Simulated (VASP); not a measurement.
Set up this calculation in VASP 6.6.1, as the native input.

```
Task                   : single point
Functional             : PBE
Potentials or basis    : VASP PAW PBE potentials, release 64 (Al, N)
Cutoff                 : 520 eV
k mesh                 : 1 × 1 × 1
Occupations            : gaussian, width 0.01 eV
Spin                   : no spin polarisation
Dipole correction      : no
Further INCAR settings : LREAL = Auto; ALGO = Normal; EDIFF = 1e-07; NBANDS = 126
```

The structure of AlN lies in POSCAR:

```
AlN
1.0
    3.1302084199     -5.4216800216      5.0180433219
    3.1302084199      5.4216800216      5.0180433219
   -6.2604168399      0.0000000000      5.0180433219
Al N
24 24
Direct
    0.6664114086      0.3330780753      0.4997447420
    0.9997447420      0.6664114086      0.8330780753
    0.3330780753      0.4997447420      0.6664114086
    0.8330780753      0.4997447420      0.1664114086
    0.1664114086      0.3330780753      0.9997447420
    0.4997447420      0.6664114086      0.3330780753
    0.8330780753      0.9997447420      0.6664114086
    0.1664114086      0.8330780753      0.4997447420
    0.4997447420      0.1664114086      0.8330780753
    0.6664114086      0.8330780753      0.9997447420
    0.9997447420      0.1664114086      0.3330780753
    0.3330780753      0.9997447420      0.1664114086
    0.6664114086      0.4997447420      0.8330780753
    0.9997447420      0.8330780753      0.1664114086
    0.3330780753      0.6664114086      0.9997447420
    0.8330780753      0.6664114086      0.4997447420
    0.1664114086      0.4997447420      0.3330780753
    0.4997447420      0.8330780753      0.6664114086
    0.8330780753      0.1664114086      0.9997447420
    0.1664114086      0.9997447420      0.8330780753
    0.4997447420      0.3330780753      0.1664114086
    0.6664114086      0.9997447420      0.3330780753
    0.9997447420      0.3330780753      0.6664114086
    0.3330780753      0.1664114086      0.4997447420
    0.7935885914      0.4602552580      0.6269219247
    0.1269219247      0.7935885914      0.9602552580
    0.4602552580      0.6269219247      0.7935885914
    0.9602552580      0.6269219247      0.2935885914
    0.2935885914      0.4602552580      0.1269219247
    0.6269219247      0.7935885914      0.4602552580
    0.9602552580      0.1269219247      0.7935885914
    0.2935885914      0.9602552580      0.6269219247
    0.6269219247      0.2935885914      0.9602552580
    0.7935885914      0.9602552580      0.1269219247
    0.1269219247      0.2935885914      0.4602552580
    0.4602552580      0.1269219247      0.2935885914
    0.4602552580      0.2935885914      0.6269219247
    0.7935885914      0.6269219247      0.9602552580
    0.1269219247      0.4602552580      0.7935885914
    0.6269219247      0.4602552580      0.2935885914
    0.9602552580      0.2935885914      0.1269219247
    0.2935885914      0.6269219247      0.4602552580
    0.6269219247      0.9602552580      0.7935885914
    0.9602552580      0.7935885914      0.6269219247
    0.2935885914      0.1269219247      0.9602552580
    0.4602552580      0.7935885914      0.1269219247
    0.7935885914      0.1269219247      0.4602552580
    0.1269219247      0.9602552580      0.2935885914
```

These files were run (other wordings do the same):

INCAR

```
SYSTEM = AlN
PREC = Accurate
ENCUT = 520
EDIFF = 1E-7
ISMEAR = 0
SIGMA = 0.01
LREAL = Auto
LASPH = .TRUE.
NELM = 100
ALGO = Normal
ISIF = 2
LWAVE = .FALSE.
LCHARG = .TRUE.
GGA = PE
LELF = .TRUE.
LVHAR = .TRUE.
NBANDS = 126
```

KPOINTS

```
regular mesh
0
G
  1 1 1
  0 0 0
```

Potentials or basis: VASP PAW PBE potentials, release 64 (Al, N).

Launch:

```bash
$ cat potpaw_PBE.64/Al/POTCAR potpaw_PBE.64/N/POTCAR > POTCAR
$ mpirun -np 1 vasp_gam > vasp.out
```

It gave:

```json
{
  "Pressure": "-0.9 GPa",
  "Largest force": "0.009 eV/Å",
  "Band gap on the k mesh": "4.05 eV"
}
```

Caveat: the k points lie up to 0.79 Å⁻¹ apart.

It took 73 s on 1 thread of Intel(R) Xeon(R) 6975P-C (Granite Rapids), on a shared host, peak memory 0.44 GiB.
